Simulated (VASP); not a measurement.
Wanted: the native input for a VASP 6.6.1 run.

| Quantity | Value |
| --- | --- |
| Task | relaxation of cell and atoms |
| Functional | PBE |
| Potentials or basis | VASP PAW PBE potentials, release 64 (Si) |
| Cutoff | 600 eV |
| k mesh | 4 × 4 × 4 |
| Occupations | gaussian, width 0.1 eV |
| Spin | no spin polarisation |
| Dipole correction | no |
| Further INCAR settings | ALGO = Normal; EDIFF = 1e-07; IBRION = 2; EDIFFG = -0.04; NSW = 90; ISIF = 3 |

The structure of Si lies in POSCAR:

```
Si
1.0
    3.8427595100      0.0000000000      0.0000000000
    0.0000000000      3.8427595100      0.0000000000
    0.0000000000      0.0000000000      3.8427595100
Si
4
Direct
    0.8750000000      0.1250000000      0.6250000000
    0.3750000000      0.3750000000      0.3750000000
    0.1250000000      0.6250000000      0.8750000000
    0.6250000000      0.8750000000      0.1250000000
```

These files were run (other wordings do the same):

INCAR

```
ALGO = Normal ; EDIFF = 1E-7
EDIFFG = -0.04 ; ENCUT = 600
GGA = PE ; IBRION = 2
ISIF = 3 ; ISMEAR = 0
LASPH = T ; LCHARG = F
LREAL = F ; LWAVE = F
NELM = 80 ; NSW = 90
PREC = Accurate ; SIGMA = 0.1
```

KPOINTS

```
k-points
0
Gamma
  4 4 4
```

Potentials or basis: VASP PAW PBE potentials, release 64 (Si).

Run with:

```console
$ cat potpaw_PBE.64/Si/POTCAR > POTCAR
$ mpirun -np 1 vasp_std > vasp.out
```

Results of the run:

The relaxed volume is 17.66 Å³/atom. The relaxed cell is a = 4.134 Å, b = 4.134 Å, c = 4.134 Å, α = 90.00°, β = 90.00°, γ = 90.00°. The space group after relaxing (to 0.05 Å) is P4_132 (No. 213). The energy gained by relaxing is 224.0 meV/atom and the ionic steps are 4. The pressure after relaxing is 0.0 GPa and the band gap on the k mesh is zero (band 8 reaches 8.77 eV, above the bottom of band 9 at 7.51 eV).

Caveat: the k points lie up to 0.38 Å⁻¹ apart in the final cell; the volume moved by over 15 % at a fixed basis, so the end points are rough.

It took 10 s on 1 thread of Intel(R) Xeon(R) 6975P-C (Granite Rapids) (shared host), peak memory 0.17 GiB.
